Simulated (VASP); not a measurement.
Wanted: the native input for a VASP 6.6.1 run.

```yaml
Task: single point
Functional: PBE
Dispersion: D3(BJ)
Potentials_or_basis: VASP PAW PBE potentials, release 64 (Sn_d)
Cutoff: 520 eV
k_mesh: 12 × 12 × 12
Occupations: gaussian, width 0.1 eV
Spin: no spin polarisation
Dipole_correction: no
Further_INCAR_settings: ALGO = Normal; EDIFF = 1e-07; NBANDS = 21
```

The structure of Sn lies in POSCAR:

```
Sn
1.0
    0.0000000000      3.2876477934      3.2876477934
    3.2876477934      0.0000000000      3.2876477934
    3.2876477934      3.2876477934      0.0000000000
Sn
2
Direct
    0.0000000000      0.0000000000      0.0000000000
    0.2500000000      0.2500000000      0.2500000000
```

These files were run (other wordings do the same):

INCAR

```
PREC = Accurate ; ENCUT = 520
EDIFF = 1E-7 ; ISMEAR = 0
SIGMA = 0.1 ; LREAL = False
LASPH = True ; NELM = 80
ALGO = Normal ; ISIF = 2
LWAVE = False ; LCHARG = False
GGA = PE ; IVDW = 12
NBANDS = 21
```

KPOINTS

```
Automatic mesh
0
Gamma
  12 12 12
```

Potentials or basis: VASP PAW PBE potentials, release 64 (Sn_d).

The run is started by

```bash
$ cat potpaw_PBE.64/Sn_d/POTCAR > POTCAR
$ mpirun -np 1 vasp_std > vasp.out
```

It gave:

```json
{"Pressure": "-0.1 GPa", "Band gap on the k mesh": "zero (band 14 reaches 5.32 eV, above the bottom of band 15 at 5.15 eV)", "Dispersion energy per atom": "-0.294 eV"}
```

Caveat: spin-orbit coupling is left out, which moves the levels of the heavy elements; pairwise dispersion overbinds metals, which lowers pressure and volume.

Wall time 39 s on 1 thread of Intel(R) Xeon(R) 6975P-C (Granite Rapids), with other jobs on the host, peak memory 0.25 GiB.
